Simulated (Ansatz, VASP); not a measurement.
## Al2Au in VASP and in Ansatz

INCAR

```
  ALGO = Normal
  EDIFF = 1E-6
  ENCUT = 520
  GGA = PS
  ISIF = 2
  ISMEAR = 0
  LASPH = T
  LCHARG = T
  LELF = T
  LREAL = F
  LVHAR = T
  LWAVE = F
  NBANDS = 16
  NELM = 100
  PREC = Accurate
  SIGMA = 0.1
```

Contents of KPOINTS:

```
k-points
0
Gamma
  12 12 12
```

File POSCAR:

```
Al2Au
1.0
    0.0000000000      2.9402205992      2.9402205992
    2.9402205992      0.0000000000      2.9402205992
    2.9402205992      2.9402205992      0.0000000000
Al Au
2 1
Direct
    0.2500000000      0.2500000000      0.2500000000
    0.7500000000      0.7500000000      0.7500000000
    0.0000000000      0.0000000000      0.0000000000
```

Input for Ansatz:

```yaml
crystal:
  lattice:
    - [0.0, 2.9402205992, 2.9402205992]
    - [2.9402205992, 0.0, 2.9402205992]
    - [2.9402205992, 2.9402205992, 0.0]
  atoms:
    - { symbol: Al, position: [0.25, 0.25, 0.25] }
    - { symbol: Al, position: [0.75, 0.75, 0.75] }
    - { symbol: Au, position: [0.0, 0.0, 0.0] }
basis:
  ecutwfc: 420
kpoints:
  mp_grid: { grid: [12, 12, 12] }
hamiltonian:
  xc: pbesol
scf:
  occupations: { method: gaussian, width: 0.1 }
output:
  forces: true
  stress: true
  eigenvalues: true
```

Alike in both runs: task single point; functional PBEsol; k mesh 12 × 12 × 12; occupations gaussian, width 0.1 eV; no spin polarisation.

```csv
,VASP,Ansatz
version,VASP 6.6.1,Ansatz 0.2.0
potentials or method,"VASP PAW PBE potentials, release 64 (Al, Au), cutoff 520 eV","scalar-relativistic, plane waves, PAW"
valence electrons in the cell,17,25
```

|  | VASP | Ansatz | Ansatz less VASP |
| --- | --- | --- | --- |
| gap on the k mesh at the Fermi level (eV) | none | none | - |
| pressure (GPa) | 8.0 | 8.2 | +0.19 |

VASP's potentials were made for PBE, not for PBEsol. A gap of «none» marks a metal or a gap that the smearing closes. VASP's potentials hold 17 valence electrons a cell and Ansatz's 25, so a difference there can come from the potentials and not from the codes.

Spin-orbit coupling is off throughout.
